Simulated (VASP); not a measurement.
Here is a VASP 6.6.1 calculation.

INCAR

```
PREC     = Accurate       # precision mode
ENCUT    = 520            # plane-wave cutoff, eV
EDIFF    = 1E-6           # SCF threshold, eV
ISMEAR   = -1             # smearing method
SIGMA    = 0.15           # smearing width, eV
LREAL    = False          # projectors in reciprocal space
LASPH    = True           # aspherical terms in the spheres
NELM     = 100            # most SCF steps
ALGO     = Normal         # electronic algorithm
ISIF     = 2              # what is computed and relaxed
LWAVE    = False          # write WAVECAR
LCHARG   = False          # write CHGCAR
GGA      = PE             # functional
NBANDS   = 41             # bands
```

The input KPOINTS:

```
Automatic mesh
0
Gamma
  8 8 8
```

The input POSCAR:

```
BeCd3O4
1.0
    4.7772142036      0.0000000000      0.0000000000
    0.0000000000      4.7772142036      0.0000000000
    0.0000000000      0.0000000000      4.7772142036
Be Cd O
1 3 4
Direct
    0.0000000000      0.0000000000      0.0000000000
    0.0000000000      0.5000000000      0.5000000000
    0.5000000000      0.5000000000      0.0000000000
    0.5000000000      0.0000000000      0.5000000000
    0.7949614050      0.7949614050      0.2050385950
    0.7949614050      0.2050385950      0.7949614050
    0.2050385950      0.7949614050      0.7949614050
    0.2050385950      0.2050385950      0.2050385950
```

Potentials or basis: VASP PAW PBE potentials, release 64 (Be, Cd, O).

Command:

```bash
$ cat potpaw_PBE.64/Be/POTCAR potpaw_PBE.64/Cd/POTCAR potpaw_PBE.64/O/POTCAR > POTCAR
$ mpirun -np 1 vasp_std > vasp.out
```

(1) Predict the pressure.

(2) What does it give for the largest force?

## Answers

(1) 1.1 GPa.

(2) 0.091 eV/Å.
